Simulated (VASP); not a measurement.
A run of VASP 6.6.1 is set up as follows.

INCAR

```
PREC     = Accurate       # precision mode
ENCUT    = 600            # plane-wave cutoff, eV
EDIFF    = 1E-6           # SCF threshold, eV
ISMEAR   = -1             # smearing method
SIGMA    = 0.1            # smearing width, eV
LREAL    = False          # projectors in reciprocal space
LASPH    = True           # aspherical terms in the spheres
NELM     = 80             # most SCF steps
ALGO     = Normal         # electronic algorithm
ISIF     = 3              # what is computed and relaxed
LWAVE    = False          # write WAVECAR
LCHARG   = False          # write CHGCAR
GGA      = PE             # functional
IBRION   = 2              # ionic algorithm
NSW      = 80             # ionic steps
EDIFFG   = -0.01          # ionic threshold
```

Contents of KPOINTS:

```
Automatic mesh
0
Gamma
  13 13 13
```

Contents of POSCAR:

```
Ta
1.0
   -1.6529000000      1.6529000000      1.6529000000
    1.6529000000     -1.6529000000      1.6529000000
    1.6529000000      1.6529000000     -1.6529000000
Ta
1
Direct
    0.0000000000      0.0000000000      0.0000000000
```

Potentials or basis: VASP PAW PBE potentials, release 64 (Ta_pv).

The run is started by

```console
$ cat potpaw_PBE.64/Ta_pv/POTCAR > POTCAR
$ mpirun -np 1 vasp_std > vasp.out
```

Problem. What does it give for the relaxed volume?

Solution. 18.33 Å³/atom.

Problem. Predict the space group after relaxing (to 0.05 Å).

Solution. Im-3m (No. 229).

The path:
| step | energy change (eV) | largest force (eV/Å) | pressure (GPa) | volume (Å³) |
| --- | --- | --- | --- | --- |
| 1 | 0.0000 | 0.0000 | 3.00 | 18.06 |
| 2 | 0.0102 | 0.0000 | -6.26 | 18.96 |
| 3 | -0.0025 | 0.0000 | -0.02 | 18.33 |

 PBE usually gives volumes a little too large and moduli too small.
